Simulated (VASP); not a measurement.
Wanted: the native input for a VASP 6.6.1 run.

```yaml
Task: single point
Functional: PBEsol-based global hybrid
Potentials_or_basis: VASP PAW PBE potentials, release 64 (Ti_sv, Al)
Cutoff: 520 eV
k_mesh: 4 × 4 × 4
Occupations: fermi-dirac, width 0.05 eV
Spin: no spin polarisation
Dipole_correction: no
Grid_for_exact_exchange_PRECFOCK: Normal
Share_of_exact_exchange: 0.25
Further_INCAR_settings: ALGO = Normal; EDIFF = 1e-07; NBANDS = 14
```

TiAl:

```
Ti Al
1.0
     3.17906    0.00000    0.00000
     0.00000    3.17906    0.00000
     0.00000    0.00000    3.17906
Ti Al
1 1
Direct
  0.00000 0.00000 0.00000
  0.50000 0.50000 0.50000
```

One way to write it, as run:

POSCAR

```
TiAl
1.0
    3.1790640000      0.0000000000      0.0000000000
    0.0000000000      3.1790640000      0.0000000000
    0.0000000000      0.0000000000      3.1790640000
Ti Al
1 1
Direct
    0.0000000000      0.0000000000      0.0000000000
    0.5000000000      0.5000000000      0.5000000000
```

INCAR.step1

```
SYSTEM = TiAl
PREC = Accurate
ENCUT = 520
EDIFF = 1E-5
ISMEAR = -1
SIGMA = 0.05
LREAL = .False.
LASPH = .True.
NELM = 80
ALGO = Normal
ISIF = 2
LWAVE = .True.
NBANDS = 14
GGA = PE
```

INCAR.step2

```
SYSTEM = TiAl
PREC = Accurate
ENCUT = 520
EDIFF = 1E-7
ISMEAR = -1
SIGMA = 0.05
LREAL = .False.
LASPH = .True.
NELM = 80
ALGO = Normal
ISIF = 2
LWAVE = .False.
LCHARG = .True.
GGA = PS
LHFCALC = .True.
AEXX = 0.25
PRECFOCK = Normal
LELF = .True.
LVHAR = .True.
NBANDS = 14
ISTART = 1
```

KPOINTS

```
Automatic mesh
0
Gamma
  4 4 4
  0 0 0
```

Potentials or basis: VASP PAW PBE potentials, release 64 (Ti_sv, Al).

Command:

```bash
$ cat potpaw_PBE.64/Ti_sv/POTCAR potpaw_PBE.64/Al/POTCAR > POTCAR
$ cp INCAR.step1 INCAR
$ mpirun -np 1 vasp_std > vasp.out
$ cp INCAR.step2 INCAR
$ mpirun -np 1 vasp_std > vasp.out
```

Results of the run:

* Pressure: -3.5 GPa

Caveat: the k points lie up to 0.49 Å⁻¹ apart; the PAW data sets were made with another functional, which shifts forces and pressure a little.

Run time: 5.5 min on 1 thread of Intel(R) Xeon(R) Platinum 8259CL CPU @ 2.50GHz (Skylake/Cascade Lake), on a shared host, peak memory 0.14 GiB.
